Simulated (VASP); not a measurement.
Here is a VASP 6.6.1 calculation.

File INCAR:

```
SYSTEM = W
PREC = Accurate
ENCUT = 500
EDIFF = 1E-6
ISMEAR = -1
SIGMA = 0.05
LREAL = .False.
LASPH = .True.
NELM = 120
ALGO = Normal
ISIF = 2
LWAVE = .False.
LCHARG = .False.
GGA = PE
NBANDS = 13
GGA_COMPAT = .False.
```

File KPOINTS:

```
Automatic mesh
0
Gamma
  10 10 10
  0 0 0
```

Contents of POSCAR:

```
W
1.0
    0.0000000000      2.0025642044      2.0025642044
    2.0025642044      0.0000000000      2.0025642044
    2.0025642044      2.0025642044      0.0000000000
W
1
Direct
    0.0000000000      0.0000000000      0.0000000000
```

Potentials or basis: VASP PAW PBE potentials, release 64 (W_sv).

Command:

```sh
$ cat potpaw_PBE.64/W_sv/POTCAR > POTCAR
$ mpirun -np 1 vasp_std > vasp.out
```

Predict the pressure.

8.1 GPa.

Estimate the band gap on the k mesh.

zero (band 7 reaches 13.96 eV, above the bottom of band 8 at 10.20 eV).

Caveat: spin-orbit coupling is left out, which moves the levels of the heavy elements.
